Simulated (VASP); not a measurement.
Ca:

```xyz
1
Lattice="2.6150 0.0000 0.0000 0.0000 2.6150 0.0000 0.0000 0.0000 2.6150" Properties=species:S:1:pos:R:3 pbc="T T T"
Ca    0.0000    0.0000    0.0000
```

```yaml
Program: VASP 6.6.1
Task: relaxation of cell and atoms
Functional: PBE
Potentials_or_basis: VASP PAW PBE potentials, release 64 (Ca_sv)
Cutoff: 600 eV
k_mesh: 8 × 8 × 8
Occupations: fermi-dirac, width 0.05 eV
Spin: no spin polarisation
```

At the start: pressure 42.1 GPa; volume 17.88 Å³/atom.

Q: Where does the relaxation end?

A: Over 5 steps the energy falls by 1747.2 meV/atom and the volume is 43.82 Å³/atom (+145.1 %); space group Pm-3m (No. 221, to 0.05 Å).

The path:
| step | energy change (eV) | largest force (eV/Å) | pressure (GPa) | volume (Å³) |
| --- | --- | --- | --- | --- |
| 1 | 0.0000 | 0.0000 | 42.08 | 17.88 |
| 2 | -1.6218 | 0.0000 | 4.79 | 33.00 |
| 3 | -1.7200 | 0.0000 | 1.75 | 38.11 |
| 4 | -1.7212 | 0.0000 | -1.29 | 49.86 |
| 5 | -1.7472 | 0.0000 | -0.02 | 43.82 |

Final structure:
```yaml
crystal:
  lattice:
    - [3.52559, 0.00000, 0.00000]
    - [0.00000, 3.52559, 0.00000]
    - [0.00000, 0.00000, 3.52559]
  atoms:
    - { symbol: Ca, position: [0.00000, 0.00000, 0.00000] }
```

Caveat: the volume moved by over 15 % at a fixed basis, so the end points are rough; the volume moved by +145 % from the deposited cell, more than functionals usually miss.
